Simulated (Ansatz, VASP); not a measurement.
## One calculation of VI3Br, two programs

The input INCAR:

```
PREC = Accurate
ENCUT = 520
EDIFF = 1E-6
ISMEAR = 0
SIGMA = 0.1
LREAL = F
LASPH = T
NELM = 150
ALGO = Normal
ISIF = 2
LWAVE = F
LCHARG = T
ISPIN = 2
MAGMOM = 2 0 0 0 0
LORBIT = 11
LMAXMIX = 4
GGA = PE
LELF = T
LVHAR = T
NBANDS = 32
```

The input KPOINTS:

```
regular mesh
0
Gamma
  4 4 4
```

The input POSCAR:

```
VI3Br
1.0
    5.4222189000      0.0000000000      0.0000000000
    0.0000000000      5.4222189000      0.0000000000
    0.0000000000      0.0000000000      5.4222189000
V I Br
1 3 1
Direct
    0.5000000000      0.5000000000      0.5000000000
    0.0000000000      0.5000000000      0.5000000000
    0.5000000000      0.0000000000      0.5000000000
    0.5000000000      0.5000000000      0.0000000000
    0.0000000000      0.0000000000      0.0000000000
```

Input for Ansatz:

```yaml
crystal:
  lattice:
    - [5.4222189, 0.0, 0.0]
    - [0.0, 5.4222189, 0.0]
    - [0.0, 0.0, 5.4222189]
  atoms:
    - { symbol: V, position: [0.5, 0.5, 0.5], spin: 2.0 }
    - { symbol: I, position: [0.0, 0.5, 0.5] }
    - { symbol: I, position: [0.5, 0.0, 0.5] }
    - { symbol: I, position: [0.5, 0.5, 0.0] }
    - { symbol: Br, position: [0.0, 0.0, 0.0] }
basis:
  ecutwfc: 420
kpoints:
  mp_grid: { grid: [4, 4, 4] }
hamiltonian:
  xc: pbe
scf:
  occupations: { method: gaussian, width: 0.1 }
  lower_state_search: "off"
output:
  forces: true
  stress: true
  eigenvalues: true
  populations: true
magnetization:
  spin_polarized: true
```

Change from the starting cell: species swapped into the CdCo3N type (Pm-3m, No. 221).

Alike in both runs: task single point; functional PBE; k mesh 4 × 4 × 4; occupations gaussian, width 0.1 eV; collinear spin.

|  | VASP | Ansatz |
| --- | --- | --- |
| version | VASP 6.6.1 | Ansatz 0.2.0 |
| potentials or method | VASP PAW PBE potentials, release 64 (V_sv, I, Br), cutoff 520 eV | scalar-relativistic, plane waves, PAW |
| valence electrons in the cell | 41 | 71 |

```csv
,VASP,Ansatz,Ansatz less VASP
gap on the k mesh at the Fermi level (eV),none,none,-
pressure (GPa),-0.4,0.9,+1.39
net moment per atom (μB),0.03,0.21,+0.183
size of the moment on the site where the two differ most (μB),0.10,1.85,+1.748
```

The net moments are unlike, so the other rows may belong to different states. Site moments also hang on the region over which each program counts them. A gap of «none» marks a metal or a gap that the smearing closes. VASP's potentials hold 41 valence electrons a cell and Ansatz's 71, so a difference there can come from the potentials and not from the codes.

Neither program's run includes spin-orbit coupling.
